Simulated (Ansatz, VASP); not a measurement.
Two plane-wave programs on Ti

```
Ti
1.0
     2.34330    0.00000    0.00000
     0.00000    2.34330    0.00000
     0.00000    0.00000    2.34330
Ti
1
Direct
  0.00000 0.00000 0.00000
```

Change from the starting cell: volume scaled by 0.7, PAW files.

Alike in both runs: task single point; functional PBE; k mesh 14 × 14 × 14; occupations fermi-dirac, width 0.05 eV; no spin polarisation.

|  | VASP | Ansatz |
| --- | --- | --- |
| version | VASP 6.6.1 | Ansatz 0.2.0 |
| potentials or method | VASP PAW PBE potentials, release 64 (Ti_sv) | PAW with Ansatz's default frozen-core files, scalar-relativistic |
| plane-wave cutoff (eV) | 520 | 420 |
| valence electrons in the cell | 12 | 12 |

VASP gave:

| Property | Result |
| --- | --- |
| pressure (GPa) | 52.1 |

Question: Estimate Ansatz's values.

Answer: Pressure (GPa): 51.9.

Both programs put the cell under a high pressure, so it lies far from rest at this level. The functional is the same, so the differences come from potentials, cutoffs and numerics.
